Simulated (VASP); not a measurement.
# P (Cmce) in VASP: a series of runs

P is run at these levels: LDA; tasks: single point.

Everything below comes from runs of VASP 6.6.1. Logs are shortened: lines on timing, memory, paths and dates and some standing lists are left out, and cuts for length are marked.

### 1 The cell of the first run

Symmetry: Cmce, No. 64, orthorhombic system. The conventional cell has a = 3.228 Å, b = 10.707 Å, c = 4.451 Å, α = 90.00°, β = 90.00°, γ = 90.00°. Within 2.9 Å of P (site symmetry m) lie 3 P at 2.16 to 2.20 Å.

### 2 Single point, LDA (volume scaled by 0.94)

INCAR reads:

```
PREC = Accurate
ENCUT = 520
EDIFF = 1E-6
ISMEAR = -1
SIGMA = 0.05
LREAL = F
LASPH = T
NELM = 100
ALGO = Normal
ISIF = 2
LWAVE = F
LCHARG = F
GGA = CA
NBANDS = 18
```

KPOINTS reads:

```
regular mesh
0
Gamma
  8 8 6
```

POSCAR reads:

```
P
1.0
    1.6141062751     -5.3534750391      0.0000000000
    1.6141062751      5.3534750391      0.0000000000
    0.0000000000      0.0000000000      4.4508823070
P
4
Direct
    0.9041431300      0.0958568700      0.5888151700
    0.0958568700      0.9041431300      0.4111848300
    0.5958568700      0.4041431300      0.0888151700
    0.4041431300      0.5958568700      0.9111848300
```

Potentials or basis: VASP PAW LDA potentials, release 64 (P).

Run with:

```sh
cat potpaw_LDA.64/P/POTCAR > POTCAR
mpirun -np 1 vasp_std > vasp.out
```

OUTCAR:

```text
PREC = Accurate
   ENCUT = 520
   EDIFF = 1E-6
   ISMEAR = -1
   LREAL = F
   LASPH = T
   NELM = 100
   ISIF = 2
   GGA = CA

 ion  position               nearest neighbor table
   1  0.904  0.096  0.589-   4 2.16   4 2.16   2 2.20
   2  0.096  0.904  0.411-   3 2.16   3 2.16   1 2.20
   3  0.596  0.404  0.089-   2 2.16   2 2.16   4 2.20
   4  0.404  0.596  0.911-   1 2.16   1 2.16   3 2.20

  LATTYP: Found a base centered orthorhombic cell.
 ALAT       =     3.2282125502
 B/A-ratio  =     3.3166806435
 C/A-ratio  =     1.3787451222

  Lattice vectors:

 A1 = (   1.6141062751,  -5.3534750391,   0.0000000000)
 A2 = (   1.6141062751,   5.3534750391,   0.0000000000)
 A3 = (   0.0000000000,   0.0000000000,   4.4508823070)

Analysis of symmetry for initial positions (statically):
=====================================================================
 Subroutine PRICEL returns:
 Original cell was already a primitive cell.

 Routine SETGRP: Setting up the symmetry group for a
 base centered orthorhombic supercell.

 Subroutine GETGRP returns: Found  8 space group operations
 (whereof  4 operations were pure point group operations)
 out of a pool of  8 trial point group operations.

The static configuration has the point symmetry C_2h.
 The point group associated with its full space group is D_2h.

Analysis of symmetry for dynamics (positions and initial velocities):
=====================================================================
 Subroutine PRICEL returns:
 Original cell was already a primitive cell.

 Routine SETGRP: Setting up the symmetry group for a
 base centered orthorhombic supercell.

 Subroutine GETGRP returns: Found  8 space group operations
 (whereof  4 operations were pure point group operations)
 out of a pool of  8 trial point group operations.

The dynamic configuration has the point symmetry C_2h.
 The point group associated with its full space group is D_2h.

 Subroutine INISYM returns: Found  8 space group operations
 (whereof  4 operations are pure point group operations),
 and found     1 'primitive' translations

----------------------------------------------------------------------------------------

                                     Primitive cell

  volume of cell :      76.9208

  direct lattice vectors                    reciprocal lattice vectors
     1.614106275 -5.353475039  0.000000000     0.309768946 -0.093397279  0.000000000
     1.614106275  5.353475039  0.000000000     0.309768946  0.093397279  0.000000000
     0.000000000  0.000000000  4.450882307     0.000000000  0.000000000  0.224674555

  length of vectors
     5.591514469  5.591514469  4.450882307     0.323542658  0.323542658  0.224674555

  position of ions in fractional coordinates (direct lattice)
     0.904143130  0.095856870  0.588815170
     0.095856870  0.904143130  0.411184830
     0.595856870  0.404143130  0.088815170
     0.404143130  0.595856870  0.911184830

  ion indices of the primitive-cell ions
   primitive index   ion index
                 1           1
                 2           2
                 3           3
                 4           4

----------------------------------------------------------------------------------------

 KPOINTS: regular mesh

Automatic generation of k-mesh.
 Grid dimensions read from file:
 generate k-points for:    8    8    6

 Generating k-lattice:

  Cartesian coordinates                     Fractional coordinates (reciprocal lattice)
     0.038721118 -0.011674660  0.000000000     0.125000000 -0.000000000  0.000000000
     0.038721118  0.011674660  0.000000000    -0.000000000  0.125000000  0.000000000
     0.000000000  0.000000000  0.037445759     0.000000000  0.000000000  0.166666667

  Length of vectors
     0.040442832  0.040442832  0.037445759

  Shift w.r.t. Gamma in fractional coordinates (k-lattice)
     0.000000000  0.000000000  0.000000000

 Subroutine IBZKPT returns following result:
 ===========================================

 Found     84 irreducible k-points:

 Following reciprocal coordinates:
            Coordinates               Weight
  0.000000  0.000000  0.000000      1.000000
  0.125000  0.000000  0.000000      4.000000
  0.250000  0.000000  0.000000      4.000000
  0.375000 -0.000000  0.000000      4.000000
  0.500000  0.000000  0.000000      2.000000
  0.125000  0.125000  0.000000      2.000000
[... 16 lines left out ...]
  0.125000  0.000000  0.166667      8.000000
  0.250000  0.000000  0.166667      8.000000
 [... further k-points ...]
   k-points           NKPTS =     84   k-points in BZ     NKDIM =     84   number of bands    NBANDS=     18
   number of dos      NEDOS =    301   number of ions     NIONS =      4
   total plane-waves  NPLWV =  63504
   dimension x,y,z NGX =    42 NGY =   42 NGZ =   36
   dimension x,y,z NGXF=    84 NGYF=   84 NGZF=   72
   ions per type =               4
   NGX,Y,Z   is equivalent  to a cutoff of  12.49, 12.49, 13.45 a.u.
   NGXF,Y,Z  is equivalent  to a cutoff of  24.97, 24.97, 26.89 a.u.
 SYSTEM =  unknown system
   PREC   = accura    normal or accurate (medium, high low for compatibility)
   ISTART =      0    job   : 0-new  1-cont  2-samecut
   ICHARG =      2    charge: 1-file 2-atom 10-const
   ISPIN  =      1    spin polarized calculation?
   LNONCOLLINEAR =      F non collinear calculations
   LSORBIT =      F    spin-orbit coupling
   LASPH  =      T    aspherical Exc in radial PAW
   ENCUT  =  520.0 eV  38.22 Ry    6.18 a.u.  10.40 10.40  8.28*2*pi/ulx,y,z
   NELM   =    100;   NELMIN=  2; NELMDL= -5     # of ELM steps
   EDIFF  = 0.1E-05   stopping-criterion for ELM
   LREAL  =      F    real-space projection
   EDIFFG = 0.1E-04   stopping-criterion for IOM
   NSW    =      0    number of steps for IOM
   IBRION =     -1    ionic relax: 0-MD 1-quasi-New 2-CG
   NFREE  =      0    steps in history (QN), initial steepest desc. (CG)
   ISIF   =      2    stress and relaxation
   ISYM   =      2    0-nonsym 1-usesym 2-fastsym
   POTIM  = 0.5000    time-step for ionic-motion
   TEBEG  =    0.0;   TEEND  =   0.0 temperature during run
   PSTRESS=    0.0 pullay stress
   NELECT =      20.0000    total number of electrons
   NUPDOWN=      -1.0000    fix difference up-down
   EMIN   =  10.00;   EMAX   =-10.00  energy-range for DOS
   EFERMI =   0.00;   METHOD = LEGACY
   ISMEAR =    -1;   SIGMA  =   0.05  broadening in eV -4-tet -1-fermi 0-gaus
   EFERMI_NEDOS =   21; number of points for ismear=-14 and -15
   IALGO  =     38    algorithm
   IMIX   =      4    mixing-type and parameters
     AMIX     =   0.40;   BMIX     =  1.00
     AMIX_MAG =   1.60;   BMIX_MAG =  1.00
  volume/ion in A,a.u.               =      19.23       129.77
  Fermi-wavevector in a.u.,A,eV,Ry     =   1.044889  1.974554 14.854746  1.091793
  Thomas-Fermi vector in A             =   2.179661
   LORBIT       =      0    0 simple, 1 ext, 2 COOP (PROOUT), +10 PAW based schemes
   GGA     = CA    functional components
   LHFCALC =     F    Hartree Fock is set to
   AEXX    =    0.0000 exact exchange contribution
   IVDW    =     0    specifies the selected vdW correction
   LEPSILON=     F    determine dielectric tensor
   LRPA    =     F    only Hartree local field effects (RPA)
 non-spin polarized calculation
  energy-cutoff  :      520.00
  volume of cell :       76.92
 maximum number of plane-waves:      2095
 NGX is ok and might be reduce to    42
   NGX = 21   NGY = 21   NGZ = 17

 number of electron      19.9999999 magnetization

 Free energy of the ion-electron system (eV)
  ---------------------------------------------------
  ext. energy  EPLUGINS =         0.00000000
  ---------------------------------------------------
  free energy    TOTEN  =       -23.98049673 eV

  energy without entropy =      -23.97946664  energy(sigma->0) =      -23.97998168

 E-fermi :   6.4703     XC(G=0):  -9.9289

 val. band max:        6.4144253665   @ k =   0.5000   0.5000   0.0000
 cond. band min:       6.4893800414   @ k =   0.5000   0.5000   0.0000
 fundamental gap:      0.0749546749
 Fermi energy:         6.4702759288

 k-point     1 :       0.0000    0.0000    0.0000
  band No.  band energies     occupation
      1      -9.8687      2.00000
      2      -6.9094      2.00000
      3      -3.4878      2.00000
      4      -0.7287      2.00000
      5       1.1959      2.00000
      6       1.7303      2.00000
[... 10 lines left out ...]
     17      13.2447      0.00000
     18      13.8779      0.00000

 k-point     2 :       0.1250    0.0000    0.0000
  band No.  band energies     occupation
      1      -9.6665      2.00000
      2      -6.7208      2.00000
      3      -3.5581      2.00000
      4      -0.5472      2.00000
      5       1.1876      2.00000
      6       1.3537      2.00000
[... 10 lines left out ...]
     17      12.2188      0.00000
     18      13.3043      0.00000

 k-point     3 :       0.2500    0.0000    0.0000
  band No.  band energies     occupation
      1      -9.0662      2.00000
      2      -6.1547      2.00000
      3      -4.0709      2.00000
      4      -0.3421      2.00000
      5      -0.0402      2.00000
      6       0.1042      2.00000
[... 10 lines left out ...]
     17      11.9885      0.00000
     18      13.1185      0.00000

 k-point     4 :       0.3750   -0.0000    0.0000
  band No.  band energies     occupation
      1      -8.0903      2.00000
      2      -5.3188      2.00000
      3      -5.2124      2.00000
      4      -2.2431      2.00000
      5       0.0759      2.00000
      6       0.5785      2.00000
[... 375 lines left out ...]
      4      -0.9103      2.00000
      5       1.1307      2.00000
      6       1.8226      2.00000
[... 10 lines left out ...]
     17      13.7858      0.00000
     18      14.0620      0.00000

 k-point    23 :       0.1250    0.0000    0.1667
  band No.  band energies     occupation
      1      -9.5158      2.00000
      2      -6.9711      2.00000
      3      -3.5258      2.00000
      4      -0.7787      2.00000
      5       0.9865      2.00000
      6       1.0969      2.00000
[... 10 lines left out ...]
     17      13.0411      0.00000
     18      13.5362      0.00000

 k-point    24 :       0.2500    0.0000    0.1667
  band No.  band energies     occupation
      1      -8.9195      2.00000
      2      -6.4256      2.00000
      3      -3.8850      2.00000
      4      -0.8587      2.00000
      5      -0.1789      2.00000
      6       0.3347      2.00000
[... 10 lines left out ...]
     17      12.0209      0.00000
     18      13.2430      0.00000

 [... further k-points ...]
[... 5 lines left out ...]
  --------------------------------------------------------------------------------------
  -------------------------------------------------------------------------------------
  Total        1.6134447      1.0050229      1.1542081      0.0000000      0.0000000      0.0000000
  in kB       33.6062968     20.9335332     24.0408984      0.0000000      0.0000000      0.0000000
  external PRESSURE =      26.1935761 kB  Pullay stress =       0.0000000 kB

 VOLUME and BASIS-vectors are now :
 -----------------------------------------------------------------------------
  energy-cutoff  :      520.00
  volume of cell :       76.92
      direct lattice vectors                 reciprocal lattice vectors
     1.614106275 -5.353475039  0.000000000     0.309768946 -0.093397279  0.000000000
     1.614106275  5.353475039  0.000000000     0.309768946  0.093397279  0.000000000
     0.000000000  0.000000000  4.450882307     0.000000000  0.000000000  0.224674555

 POSITION                                       TOTAL-FORCE (eV/Angst)
 -----------------------------------------------------------------------------------
      1.61411     -4.32714      2.62075         0.000000      0.464336     -0.513361
      1.61411      4.32714      1.83014         0.000000     -0.464336      0.513361
      1.61411     -1.02633      0.39531         0.000000     -0.464336     -0.513361
      1.61411      1.02633      4.05558         0.000000      0.464336      0.513361
 -----------------------------------------------------------------------------------
    total drift:                               -0.000000     -0.000000      0.000000

  FREE ENERGIE OF THE ION-ELECTRON SYSTEM (eV)
  ---------------------------------------------------
  free  energy   TOTEN  =       -23.9804967325 eV

  energy  without entropy=      -23.9794666361  energy(sigma->0) =      -23.97998168
```

Run time: 3.1 min. Hardware: 1 thread of Oxide Virtual Turin-like, shared host; peak memory 0.2 GiB.

What came out:

| Quantity | Value |
| --- | --- |
| Free energy | -23.9805 eV |
| Pressure | 2.6 GPa |
| Largest force | 0.692 eV/Å |
| Band gap on the k mesh | 0.07 eV, direct |

Forces in eV/Å, atoms in the order of the input:
```
P    0.000  0.464 -0.513
P    0.000 -0.464  0.513
P    0.000 -0.464 -0.513
P    0.000  0.464  0.513
```

Caveat: the cell differs from its parent crystal (volume scaled by 0.94). A k mesh can miss the band edges.

### 3 Single point, LDA (volume scaled by 0.96)

INCAR reads:

```
SYSTEM = P
  PREC = Accurate
  ENCUT = 520
  EDIFF = 1E-6
  ISMEAR = -1
  SIGMA = 0.05
  LREAL = .FALSE.
  LASPH = .TRUE.
  NELM = 60
  ALGO = Normal
  ISIF = 2
  LWAVE = .FALSE.
  LCHARG = .FALSE.
  GGA = CA
  NBANDS = 18
```

KPOINTS reads:

```
regular mesh
0
G
  8 8 6
  0 0 0
```

POSCAR reads:

```
P
1.0
    1.6254735952     -5.3911768097      0.0000000000
    1.6254735952      5.3911768097      0.0000000000
    0.0000000000      0.0000000000      4.4822275814
P
4
Direct
    0.9041431300      0.0958568700      0.5888151700
    0.0958568700      0.9041431300      0.4111848300
    0.5958568700      0.4041431300      0.0888151700
    0.4041431300      0.5958568700      0.9111848300
```

Potentials or basis: VASP PAW LDA potentials, release 64 (P).

Run with:

```sh
cat potpaw_LDA.64/P/POTCAR > POTCAR
mpirun -np 1 vasp_std > vasp.out
```

It took 3.1 min on 1 thread of Oxide Virtual Turin-like, shared host; peak memory 0.19 GiB.

It converged, with:

- Free energy: -23.9980 eV
- Pressure: 0.8 GPa
- Largest force: 0.494 eV/Å
- Band gap on the k mesh: 0.06 eV, direct

Forces in eV/Å, atoms in the order of the input:
```
P    0.000  0.310 -0.384
P    0.000 -0.310  0.384
P    0.000 -0.310 -0.384
P    0.000  0.310  0.384
```

Stress tensor (GPa, compression positive):
```
1.00 0.00 0.00
0.00 0.64 0.00
0.00 0.00 0.67
```

Levels at points of the mesh, in eV from the valence-band top:
```tsv
k point	band 8	band 9	band 10	band 11	band 12	band 13
(0.00, 0.00, 0.00)	-2.94	-2.60	-1.26	0.48	0.95	1.93
(0.50, 0.00, 0.00)	-3.47	-2.70	-2.70	0.58	0.58	1.35
(0.50, 0.50, 0.00)	-2.43	-1.64	0.00	0.06	0.73	2.20
(0.00, 0.00, 0.50)	-3.34	-1.66	-1.66	1.50	1.50	2.94
(0.50, 0.00, 0.50)	-5.44	-1.83	-1.83	1.57	1.57	3.48
(0.50, 0.50, 0.50)	-2.82	-1.98	-1.98	1.40	1.40	2.58
```

Caveat: the cell differs from its parent crystal (volume scaled by 0.96). A k mesh can miss the band edges.

### 4 Single point, LDA (volume scaled by 0.98)

INCAR reads:

```
SYSTEM = P
ALGO = Normal
EDIFF = 1E-6
ENCUT = 520
ISIF = 2
ISMEAR = -1
LASPH = .TRUE.
LCHARG = .FALSE.
LREAL = .FALSE.
LWAVE = .FALSE.
NBANDS = 18
NELM = 100
PREC = Accurate
SIGMA = 0.05
```

KPOINTS reads:

```
k-points
0
G
  8 8 6
  0 0 0
```

POSCAR reads:

```
P
1.0
    1.6366841122     -5.4283585144      0.0000000000
    1.6366841122      5.4283585144      0.0000000000
    0.0000000000      0.0000000000      4.5131404726
P
4
Direct
    0.9041431300      0.0958568700      0.5888151700
    0.0958568700      0.9041431300      0.4111848300
    0.5958568700      0.4041431300      0.0888151700
    0.4041431300      0.5958568700      0.9111848300
```

Run with:

```sh
cat potpaw_LDA.64/P/POTCAR > POTCAR
mpirun -np 1 vasp_std > vasp.out
```

Wall time 3.5 min (1 thread of Oxide Virtual Turin-like, shared host); peak memory 0.2 GiB.

It converged, with:

| Quantity | Value |
| --- | --- |
| Free energy | -23.9977 eV |
| Pressure | -0.9 GPa |
| Largest force | 0.313 eV/Å |
| Band gap on the k mesh | 0.04 eV, direct |

Forces on the atoms (eV/Å):
```
P    0.000  0.167 -0.264
P    0.000 -0.167  0.264
P    0.000 -0.167 -0.264
P    0.000  0.167  0.264
```

Stress tensor (GPa, compression positive):
```
-1.10  0.00  0.00
 0.00 -0.66  0.00
 0.00  0.00 -0.88
```

Levels at points of the mesh, in eV from the valence-band top:
```
           k point  band 8  band 9  band 10  band 11  band 12  band 13
(0.00, 0.00, 0.00)   -2.90   -2.60    -1.25     0.48     0.93     1.87
(0.50, 0.00, 0.00)   -3.44   -2.69    -2.69     0.56     0.56     1.35
(0.50, 0.50, 0.00)   -2.43   -1.63     0.00     0.04     0.70     2.11
(0.00, 0.00, 0.50)   -3.32   -1.67    -1.67     1.42     1.42     2.88
(0.50, 0.00, 0.50)   -5.39   -1.83    -1.83     1.56     1.56     3.41
(0.50, 0.50, 0.50)   -2.81   -1.99    -1.99     1.36     1.36     2.51
```

Caveat: the cell differs from its parent crystal (volume scaled by 0.98). A k mesh can miss the band edges.

### 5 Single point, LDA

This run uses another cell than the first one, of 20.46 Å³/atom, 1.064 times its volume.

INCAR reads:

```
  PREC = Accurate
  ENCUT = 520
  EDIFF = 1E-6
  ISMEAR = -1
  SIGMA = 0.05
  LREAL = False
  LASPH = True
  NELM = 100
  ALGO = Normal
  ISIF = 2
  LWAVE = False
  LCHARG = False
  GGA = CA
  NBANDS = 18
```

KPOINTS reads:

```
regular mesh
0
Gamma
  8 8 6
```

POSCAR reads:

```
P
1.0
    1.6477431241     -5.4650377251      0.0000000000
    1.6477431241      5.4650377251      0.0000000000
    0.0000000000      0.0000000000      4.5436355900
P
4
Direct
    0.9041431300      0.0958568700      0.5888151700
    0.0958568700      0.9041431300      0.4111848300
    0.5958568700      0.4041431300      0.0888151700
    0.4041431300      0.5958568700      0.9111848300
```

Run with:

```sh
cat potpaw_LDA.64/P/POTCAR > POTCAR
mpirun -np 1 vasp_std > vasp.out
```

Run time: 3.8 min. Hardware: 1 thread of Oxide Virtual Turin-like, shared host; peak memory 0.2 GiB.

Results (log left out):

* Free energy: -23.9813 eV
* Pressure: -2.4 GPa
* Largest force: 0.157 eV/Å
* Band gap on the k mesh: 0.01 eV, direct

Forces in eV/Å, atoms in the order of the input:
```
P    0.000  0.034 -0.153
P    0.000 -0.034  0.153
P    0.000 -0.034 -0.153
P    0.000  0.034  0.153
```

Stress tensor (GPa, compression positive):
```
-2.97  0.00  0.00
 0.00 -1.84  0.00
 0.00  0.00 -2.27
```

Levels at points of the mesh, in eV from the valence-band top:
| k point | band 6 | band 7 | band 8 | band 9 | band 10 | band 11 | band 12 | band 13 | band 14 | band 15 |
| --- | --- | --- | --- | --- | --- | --- | --- | --- | --- | --- |
| (0.00, 0.00, 0.00) | -4.94 | -4.09 | -2.86 | -2.59 | -1.24 | 0.48 | 0.92 | 1.80 | 2.76 | 5.32 |
| (0.50, 0.00, 0.00) | -5.62 | -3.41 | -3.41 | -2.68 | -2.68 | 0.54 | 0.54 | 1.36 | 1.36 | 3.22 |
| (0.50, 0.50, 0.00) | -5.50 | -4.18 | -2.43 | -1.62 | 0.00 | 0.01 | 0.68 | 2.02 | 2.65 | 5.00 |
| (0.00, 0.00, 0.50) | -4.46 | -3.30 | -3.30 | -1.68 | -1.68 | 1.34 | 1.34 | 2.83 | 2.83 | 4.50 |
| (0.50, 0.00, 0.50) | -5.70 | -5.35 | -5.35 | -1.83 | -1.83 | 1.54 | 1.54 | 3.35 | 3.35 | 4.82 |
| (0.50, 0.50, 0.50) | -3.32 | -2.80 | -2.80 | -2.01 | -2.01 | 1.31 | 1.31 | 2.44 | 2.44 | 3.08 |

### 6 The runs side by side

| cell | gap on the mesh (eV) | pressure (GPa) | largest force (eV/Å) |
| --- | --- | --- | --- |
| a = 5.592, b = 5.592, c = 4.451 Å, angles 90.0, 90.0, 146.4°, 4 atoms | 0.07 | 2.6 | 0.69 |
| a = 5.631, b = 5.631, c = 4.482 Å, angles 90.0, 90.0, 146.4°, 4 atoms | 0.06 | 0.8 | 0.49 |
| a = 5.670, b = 5.670, c = 4.513 Å, angles 90.0, 90.0, 146.4°, 4 atoms | 0.04 | -0.9 | 0.31 |
| a = 5.708, b = 5.708, c = 4.544 Å, angles 90.0, 90.0, 146.4°, 4 atoms | 0.01 | -2.4 | 0.16 |

Alike in all rows: task single point; level LDA; potentials or basis VASP PAW LDA potentials, release 64 (P); no spin polarisation; k mesh 8 × 8 × 6; cutoff (eV) 520; smearing fermi-dirac 0.05 eV.

Total energies depend on the potentials used, so only differences within one code and one set of settings carry meaning.
